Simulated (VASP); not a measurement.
# Zr (P6_3/mmc) in VASP: a series of runs

Zr is run at these levels: BLYP; tasks: single point.

All numbers are computed with VASP 6.6.1; they aren't measurements. Logs are shortened: lines on timing, memory, paths and dates and some standing lists are left out, and cuts for length are marked.

## Step 1: The cell of the first run

The structure is hexagonal, space group P6_3/mmc (No. 194). The conventional cell has a = 3.352 Å, b = 3.352 Å, c = 5.369 Å, α = 90.00°, β = 90.00°, γ = 120.00°. Within 4.4 Å of Zr (site symmetry -6m2) lie 12 Zr at 3.31 to 3.35 Å.

## Step 2: Single point, BLYP (volume scaled by 1.08)

Input file INCAR:

```
PREC = Accurate
ENCUT = 520
EDIFF = 1E-7
ISMEAR = -1
SIGMA = 0.1
LREAL = F
LASPH = T
NELM = 60
ALGO = Normal
ISIF = 2
LWAVE = F
LCHARG = T
GGA = B5
ALDAX = 1.0
AGGAX = 1.0
AGGAC = 1.0
ALDAC = 0.0
LELF = T
LVHAR = T
NBANDS = 19
```

Input file KPOINTS:

```
Automatic mesh
0
Gamma
  18 18 10
```

Input file POSCAR:

```
Zr
1.0
    3.3516302203      0.0000000000      0.0000000000
   -1.6758151101      2.9025969149      0.0000000000
    0.0000000000      0.0000000000      5.3691793462
Zr
2
Direct
    0.3333333333      0.6666666667      0.2500000000
    0.6666666667      0.3333333333      0.7500000000
```

Potentials or basis: VASP PAW PBE potentials, release 64 (Zr_sv).

Run with:

```
$ cat potpaw_PBE.64/Zr_sv/POTCAR > POTCAR
$ mpirun -np 1 vasp_std > vasp.out
```

OUTCAR:

```text
PREC = Accurate
   ENCUT = 520
   EDIFF = 1E-7
   ISMEAR = -1
   LREAL = F
   LASPH = T
   NELM = 60
   ISIF = 2
   GGA = B5

 ion  position               nearest neighbor table
   1  0.333  0.667  0.250-   2 3.31   2 3.31   2 3.31   2 3.31   2 3.31   2 3.31
   2  0.667  0.333  0.750-   1 3.31   1 3.31   1 3.31   1 3.31   1 3.31   1 3.31

  LATTYP: Found a hexagonal cell.
 ALAT       =     3.3516302203
 C/A-ratio  =     1.6019605366

  Lattice vectors:

 A1 = (   3.3516302203,   0.0000000000,   0.0000000000)
 A2 = (  -1.6758151101,   2.9025969149,   0.0000000000)
 A3 = (   0.0000000000,   0.0000000000,   5.3691793462)

Analysis of symmetry for initial positions (statically):
=====================================================================
 Subroutine PRICEL returns:
 Original cell was already a primitive cell.

 Routine SETGRP: Setting up the symmetry group for a
 hexagonal supercell.

 Subroutine GETGRP returns: Found 24 space group operations
 (whereof 12 operations were pure point group operations)
 out of a pool of 24 trial point group operations.

The static configuration has the point symmetry D_3d.
 The point group associated with its full space group is D_6h.

Analysis of symmetry for dynamics (positions and initial velocities):
=====================================================================
 Subroutine PRICEL returns:
 Original cell was already a primitive cell.

 Routine SETGRP: Setting up the symmetry group for a
 hexagonal supercell.

 Subroutine GETGRP returns: Found 24 space group operations
 (whereof 12 operations were pure point group operations)
 out of a pool of 24 trial point group operations.

The dynamic configuration has the point symmetry D_3d.
 The point group associated with its full space group is D_6h.

 Subroutine INISYM returns: Found 24 space group operations
 (whereof 12 operations are pure point group operations),
 and found     1 'primitive' translations

----------------------------------------------------------------------------------------

                                     Primitive cell

  volume of cell :      52.2337

  direct lattice vectors                    reciprocal lattice vectors
     3.351630220  0.000000000  0.000000000     0.298362270  0.172259537  0.000000000
    -1.675815110  2.902596915  0.000000000     0.000000000  0.344519074  0.000000000
     0.000000000  0.000000000  5.369179346     0.000000000  0.000000000  0.186248202

  length of vectors
     3.351630220  3.351630220  5.369179346     0.344519074  0.344519074  0.186248202

  position of ions in fractional coordinates (direct lattice)
     0.333333333  0.666666667  0.250000000
     0.666666667  0.333333333  0.750000000

  ion indices of the primitive-cell ions
   primitive index   ion index
                 1           1
                 2           2

----------------------------------------------------------------------------------------

 KPOINTS: Automatic mesh

Automatic generation of k-mesh.
 Grid dimensions read from file:
 generate k-points for:   18   18   10

 Generating k-lattice:

  Cartesian coordinates                     Fractional coordinates (reciprocal lattice)
     0.016575682  0.009569974  0.000000000     0.055555556  0.000000000  0.000000000
     0.000000000  0.019139949  0.000000000     0.000000000  0.055555556  0.000000000
     0.000000000  0.000000000  0.018624820     0.000000000  0.000000000  0.100000000

  Length of vectors
     0.019139949  0.019139949  0.018624820

  Shift w.r.t. Gamma in fractional coordinates (k-lattice)
     0.000000000  0.000000000  0.000000000

 Subroutine IBZKPT returns following result:
 ===========================================

 Found    222 irreducible k-points:

 Following reciprocal coordinates:
            Coordinates               Weight
  0.000000  0.000000  0.000000      1.000000
  0.055556  0.000000  0.000000      6.000000
  0.111111  0.000000  0.000000      6.000000
  0.166667  0.000000  0.000000      6.000000
  0.222222  0.000000  0.000000      6.000000
  0.277778  0.000000  0.000000      6.000000
[... 16 lines left out ...]
  0.333333  0.111111  0.000000     12.000000
  0.388889  0.111111  0.000000     12.000000
 [... further k-points ...]
   k-points           NKPTS =    222   k-points in BZ     NKDIM =    222   number of bands    NBANDS=     19
   number of dos      NEDOS =    301   number of ions     NIONS =      2
   total plane-waves  NPLWV =  31360
   dimension x,y,z NGX =    28 NGY =   28 NGZ =   40
   dimension x,y,z NGXF=    56 NGYF=   56 NGZF=   80
   ions per type =               2
   NGX,Y,Z   is equivalent  to a cutoff of  13.89, 13.89, 12.39 a.u.
   NGXF,Y,Z  is equivalent  to a cutoff of  27.78, 27.78, 24.77 a.u.
 SYSTEM =  unknown system
   PREC   = accura    normal or accurate (medium, high low for compatibility)
   ISTART =      0    job   : 0-new  1-cont  2-samecut
   ICHARG =      2    charge: 1-file 2-atom 10-const
   ISPIN  =      1    spin polarized calculation?
   LNONCOLLINEAR =      F non collinear calculations
   LSORBIT =      F    spin-orbit coupling
   LASPH  =      T    aspherical Exc in radial PAW
   ENCUT  =  520.0 eV  38.22 Ry    6.18 a.u.   6.23  6.23  9.98*2*pi/ulx,y,z
   NELM   =     60;   NELMIN=  2; NELMDL= -5     # of ELM steps
   EDIFF  = 0.1E-06   stopping-criterion for ELM
   LREAL  =      F    real-space projection
   EDIFFG = 0.1E-05   stopping-criterion for IOM
   NSW    =      0    number of steps for IOM
   IBRION =     -1    ionic relax: 0-MD 1-quasi-New 2-CG
   NFREE  =      0    steps in history (QN), initial steepest desc. (CG)
   ISIF   =      2    stress and relaxation
   ISYM   =      2    0-nonsym 1-usesym 2-fastsym
   POTIM  = 0.5000    time-step for ionic-motion
   TEBEG  =    0.0;   TEEND  =   0.0 temperature during run
   PSTRESS=    0.0 pullay stress
   NELECT =      24.0000    total number of electrons
   NUPDOWN=      -1.0000    fix difference up-down
   EMIN   =  10.00;   EMAX   =-10.00  energy-range for DOS
   EFERMI =   0.00;   METHOD = LEGACY
   ISMEAR =    -1;   SIGMA  =   0.10  broadening in eV -4-tet -1-fermi 0-gaus
   EFERMI_NEDOS =   21; number of points for ismear=-14 and -15
   IALGO  =     38    algorithm
   IMIX   =      4    mixing-type and parameters
     AMIX     =   0.40;   BMIX     =  1.00
     AMIX_MAG =   1.60;   BMIX_MAG =  1.00
  volume/ion in A,a.u.               =      26.12       176.25
  Fermi-wavevector in a.u.,A,eV,Ry     =   1.263267  2.387228 21.712754  1.595842
  Thomas-Fermi vector in A             =   2.396632
   LORBIT       =      0    0 simple, 1 ext, 2 COOP (PROOUT), +10 PAW based schemes
   GGA     = B5    functional components
   LHFCALC =     F    Hartree Fock is set to
   AEXX    =    0.0000 exact exchange contribution
   IVDW    =     0    specifies the selected vdW correction
   LEPSILON=     F    determine dielectric tensor
   LRPA    =     F    only Hartree local field effects (RPA)
 non-spin polarized calculation
  energy-cutoff  :      520.00
  volume of cell :       52.23
 maximum number of plane-waves:      1430
 NGX is ok and might be reduce to    28
   NGX = 13   NGY = 13   NGZ = 19

 number of electron      24.0000000 magnetization

 Free energy of the ion-electron system (eV)
  ---------------------------------------------------
  ext. energy  EPLUGINS =         0.00000000
  ---------------------------------------------------
  free energy    TOTEN  =       -14.62153928 eV

  energy without entropy =      -14.54076060  energy(sigma->0) =      -14.58114994

 E-fermi :   8.2384     XC(G=0): -10.0129

 val. band max:        8.2302492048   @ k =   0.2778   0.2222   0.5000
 cond. band min:       8.2467881789   @ k =   0.1667   0.0000   0.2000
 fundamental gap:      0.0165389741
 Fermi energy:         8.2383839872

 k-point     1 :       0.0000    0.0000    0.0000
  band No.  band energies     occupation
      1     -40.7250      2.00000
      2     -40.6315      2.00000
      3     -19.1607      2.00000
      4     -18.5636      2.00000
      5     -18.5636      2.00000
      6     -18.4789      2.00000
[... 11 lines left out ...]
     18      10.1366      0.00000
     19      12.0625      0.00000

 k-point     2 :       0.0556    0.0000    0.0000
  band No.  band energies     occupation
      1     -40.7228      2.00000
      2     -40.6305      2.00000
      3     -19.1542      2.00000
      4     -18.5781      2.00000
      5     -18.5684      2.00000
      6     -18.4821      2.00000
[... 11 lines left out ...]
     18      10.0727      0.00000
     19      12.1064      0.00000

 k-point     3 :       0.1111    0.0000    0.0000
  band No.  band energies     occupation
      1     -40.7163      2.00000
      2     -40.6278      2.00000
      3     -19.1351      2.00000
      4     -18.6195      2.00000
      5     -18.5818      2.00000
      6     -18.5249      2.00000
[... 11 lines left out ...]
     18       9.9055      0.00000
     19      12.2154      0.00000

 k-point     4 :       0.1667    0.0000    0.0000
  band No.  band energies     occupation
      1     -40.7063      2.00000
      2     -40.6238      2.00000
      3     -19.1047      2.00000
      4     -18.6830      2.00000
      5     -18.6019      2.00000
      6     -18.5892      2.00000
[... 11 lines left out ...]
     18      10.1655      0.00000
     19      12.3467      0.00000

 k-point     5 :       0.2222    0.0000    0.0000
  band No.  band energies     occupation
      1     -40.6937      2.00000
      2     -40.6193      2.00000
      3     -19.0648      2.00000
      4     -18.7611      2.00000
      5     -18.6662      2.00000
      6     -18.6258      2.00000
[... 11 lines left out ...]
     18      10.5784      0.00000
     19      12.4686      0.00000

 k-point     6 :       0.2778    0.0000    0.0000
  band No.  band energies     occupation
      1     -40.6796      2.00000
      2     -40.6149      2.00000
      3     -19.0182      2.00000
      4     -18.8441      2.00000
      5     -18.7461      2.00000
      6     -18.6506      2.00000
[... 11 lines left out ...]
     18      11.0681      0.00000
     19      12.5660      0.00000

 k-point     7 :       0.3333    0.0000    0.0000
  band No.  band energies     occupation
      1     -40.6656      2.00000
      2     -40.6117      2.00000
      3     -18.9684      2.00000
      4     -18.9221      2.00000
      5     -18.8193      2.00000
      6     -18.6734      2.00000
[... 11 lines left out ...]
     18      11.5964      0.00000
     19      12.6358      0.00000

 k-point     8 :       0.3889    0.0000    0.0000
  band No.  band energies     occupation
      1     -40.6531      2.00000
      2     -40.6100      2.00000
      3     -18.9854      2.00000
      4     -18.9205      2.00000
      5     -18.8778      2.00000
      6     -18.6917      2.00000
[... 256 lines left out ...]
 k-point    20 :       0.1667    0.1111    0.0000
  band No.  band energies     occupation
      1     -40.6886      2.00000
      2     -40.6176      2.00000
      3     -19.0484      2.00000
      4     -18.7666      2.00000
      5     -18.7245      2.00000
      6     -18.6137      2.00000
[... 11 lines left out ...]
     18      10.9248      0.00000
     19      12.4067      0.00000

 k-point    21 :       0.2222    0.1111    0.0000
  band No.  band energies     occupation
      1     -40.6751      2.00000
      2     -40.6138      2.00000
      3     -19.0029      2.00000
      4     -18.8414      2.00000
      5     -18.7832      2.00000
      6     -18.6505      2.00000
[... 11 lines left out ...]
     18      11.4838      0.00000
     19      12.4649      0.00000

 k-point    22 :       0.2778    0.1111    0.0000
  band No.  band energies     occupation
      1     -40.6617      2.00000
      2     -40.6110      2.00000
      3     -18.9541      2.00000
      4     -18.9137      2.00000
      5     -18.8349      2.00000
      6     -18.6856      2.00000
[... 11 lines left out ...]
     18      12.0925      0.00000
     19      12.5085      0.00000

 k-point    23 :       0.3333    0.1111    0.0000
  band No.  band energies     occupation
      1     -40.6496      2.00000
      2     -40.6097      2.00000
      3     -18.9727      2.00000
      4     -18.9066      2.00000
      5     -18.8764      2.00000
      6     -18.7139      2.00000
[... 11 lines left out ...]
     18      12.5364      0.00000
     19      12.7104      0.00000

 k-point    24 :       0.3889    0.1111    0.0000
  band No.  band energies     occupation
      1     -40.6407      2.00000
      2     -40.6099      2.00000
      3     -19.0110      2.00000
      4     -18.9034      2.00000
      5     -18.8683      2.00000
      6     -18.7321      2.00000
[... 11 lines left out ...]
     18      12.5511      0.00000
     19      13.2695      0.00000

 [... further k-points ...]
[... 5 lines left out ...]
  --------------------------------------------------------------------------------------
  -------------------------------------------------------------------------------------
  Total       -1.8720957     -1.8720957     -1.9386667     -0.0000000      0.0000000      0.0000000
  in kB      -57.4232647    -57.4232647    -59.4652154     -0.0000000      0.0000000      0.0000000
  external PRESSURE =     -58.1039149 kB  Pullay stress =       0.0000000 kB

 VOLUME and BASIS-vectors are now :
 -----------------------------------------------------------------------------
  energy-cutoff  :      520.00
  volume of cell :       52.23
      direct lattice vectors                 reciprocal lattice vectors
     3.351630220  0.000000000  0.000000000     0.298362270  0.172259537  0.000000000
    -1.675815110  2.902596915  0.000000000     0.000000000  0.344519074  0.000000000
     0.000000000  0.000000000  5.369179346     0.000000000  0.000000000  0.186248202

 POSITION                                       TOTAL-FORCE (eV/Angst)
 -----------------------------------------------------------------------------------
     -0.00000      1.93506      1.34229        -0.000000     -0.000000      0.000000
      1.67582      0.96753      4.02688         0.000000      0.000000      0.000000
 -----------------------------------------------------------------------------------
    total drift:                                0.000000     -0.000000      0.000000

  FREE ENERGIE OF THE ION-ELECTRON SYSTEM (eV)
  ---------------------------------------------------
  free  energy   TOTEN  =       -14.6215392815 eV

  energy  without entropy=      -14.5407606044  energy(sigma->0) =      -14.58114994
```

Run time: 7.6 min. Hardware: 1 thread of Intel Xeon 8259CL, shared host; peak memory 0.31 GiB.

What came out:

| Quantity | Value |
| --- | --- |
| Free energy | -14.6215 eV |
| Pressure | -5.8 GPa |
| Band gap on the k mesh | zero (band 12 reaches 9.07 eV, above the bottom of band 13 at 7.99 eV) |

Stress tensor (GPa, compression positive):
```
-5.74  0.00  0.00
 0.00 -5.74  0.00
 0.00  0.00 -5.95
```

Caveat: the PAW data sets were made with another functional, which shifts forces and pressure a little.

(Part 1 of 2 ends here.)
